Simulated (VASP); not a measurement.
Set up this calculation in VASP 6.6.1, as the native input.

```yaml
Task: relaxation of cell and atoms
Functional: PBE
Potentials_or_basis: VASP PAW PBE potentials, release 64 (Ge_d, Pd)
Cutoff: 600 eV
k_mesh: 6 × 6 × 4
Occupations: gaussian, width 0.1 eV
Spin: no spin polarisation
Dipole_correction: no
Further_INCAR_settings: ALGO = Normal; EDIFF = 1e-07; IBRION = 2; EDIFFG = -0.04; NSW = 90; ISIF = 3
```

The structure of Ge3Pd lies in POSCAR:

```
Ge3Pd
1.0
    3.4936712200      0.0000000000      0.0000000000
    0.0000000000      3.4936712200      0.0000000000
    0.0000000000      0.0000000000      5.8435126800
Ge Pd
3 1
Direct
    0.5000000000      0.0000000000      0.1909260400
    0.0000000000      0.5000000000      0.1909260400
    0.0000000000      0.0000000000      0.5634811600
    0.5000000000      0.5000000000      0.4599574300
```

The cell was generated, and may not be a known phase.

These files were run (other wordings do the same):

INCAR

```
ALGO = Normal
EDIFF = 1E-7
EDIFFG = -0.04
ENCUT = 600
GGA = PE
IBRION = 2
ISIF = 3
ISMEAR = 0
LASPH = T
LCHARG = F
LREAL = F
LWAVE = F
NELM = 100
NSW = 90
PREC = Accurate
SIGMA = 0.1
```

KPOINTS

```
k-points
0
Gamma
  6 6 4
```

Potentials or basis: VASP PAW PBE potentials, release 64 (Ge_d, Pd).

Command:

```bash
$ cat potpaw_PBE.64/Ge_d/POTCAR potpaw_PBE.64/Pd/POTCAR > POTCAR
$ mpirun -np 1 vasp_std > vasp.out
```

It gave:

- Relaxed volume: 18.44 Å³/atom
- Relaxed cell: a = 4.200 Å, b = 4.200 Å, c = 4.181 Å, α = 90.00°, β = 90.00°, γ = 90.00°
- Space group after relaxing (to 0.1 Å): P4mm (No. 99)
- Energy gained by relaxing: 659.7 meV/atom
- Ionic steps: 47
- Pressure after relaxing: -0.2 GPa
- Largest force after relaxing: 0.035 eV/Å
- Band gap on the k mesh: zero (bands 26 and 27 overlap by 2.69 eV)

Caveat: a cell axis changed by over 15 % at a fixed basis, so the end point is rough.

It took 20 min on 1 thread of Intel(R) Xeon(R) 6975P-C (Granite Rapids) (shared host), peak memory 0.24 GiB.
